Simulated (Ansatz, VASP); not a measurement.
**TiO: VASP beside Ansatz**

File POSCAR:

```
TiO
1.0
    0.0000000000      2.2315829953      2.2315829953
    2.2315829953      0.0000000000      2.2315829953
    2.2315829953      2.2315829953      0.0000000000
Ti O
1 1
Direct
    0.0000000000      0.0000000000      0.0000000000
    0.2500000000      0.2500000000      0.2500000000
```

Contents of INCAR.step1:

```
PREC = Accurate
ENCUT = 520
ISMEAR = 0
SIGMA = 0.1
LREAL = F
LASPH = T
NELM = 150
ISPIN = 2
MAGMOM = 1 0
LMAXMIX = 4
NBANDS = 20
GGA = PE
ALGO = Normal
EDIFF = 1E-4
LWAVE = T
LCHARG = F
```

INCAR.step2

```
PREC = Accurate
ENCUT = 520
EDIFF = 1E-7
ISMEAR = 0
SIGMA = 0.1
LREAL = F
LASPH = T
NELM = 150
ALGO = Normal
ISIF = 2
LWAVE = F
LCHARG = T
ISPIN = 2
MAGMOM = 1 0
LORBIT = 11
LMAXMIX = 4
METAGGA = R2SCAN
LMIXTAU = T
LELF = T
LVHAR = T
NBANDS = 20
ISTART = 1
```

KPOINTS

```
Automatic mesh
0
Gamma
  8 8 8
```

Input for Ansatz:

```yaml
crystal:
  lattice:
    - [0.0, 2.2315829953, 2.2315829953]
    - [2.2315829953, 0.0, 2.2315829953]
    - [2.2315829953, 2.2315829953, 0.0]
  atoms:
    - { symbol: Ti, position: [0.0, 0.0, 0.0], spin: 1.0 }
    - { symbol: O, position: [0.25, 0.25, 0.25] }
basis:
  ecutwfc: 500
kpoints:
  mp_grid: { grid: [8, 8, 8] }
hamiltonian:
  xc: r2scan
scf:
  occupations: { method: gaussian, width: 0.1 }
  lower_state_search: "off"
output:
  forces: true
  stress: true
  eigenvalues: true
  populations: true
magnetization:
  spin_polarized: true
```

Alike in both runs: task single point; functional r2SCAN; k mesh 8 × 8 × 8; occupations gaussian, width 0.1 eV; collinear spin.

|  | VASP | Ansatz |
| --- | --- | --- |
| version | VASP 6.6.1 | Ansatz 0.2.0 |
| potentials or method | VASP PAW PBE potentials, release 64 (Ti_sv, O), cutoff 520 eV | scalar-relativistic, plane waves, PAW |
| valence electrons in the cell | 18 | 18 |

|  | VASP | Ansatz | Ansatz less VASP |
| --- | --- | --- | --- |
| gap on the k mesh at the Fermi level (eV) | none | none | - |
| pressure (GPa) | 23.6 | 22.0 | -1.67 |
| net moment per atom (μB) | 0.09 | 0.10 | +0.001 |
| size of the moment on the site where the two differ most (μB) | 0.17 | 0.13 | -0.043 |

VASP's potentials were made for PBE, not for r2SCAN. Site moments also hang on the region over which each program counts them. A gap of «none» marks a metal or a gap that the smearing closes. The functional is the same, so the differences come from potentials, cutoffs and numerics. Ansatz's warnings: stability check not made.
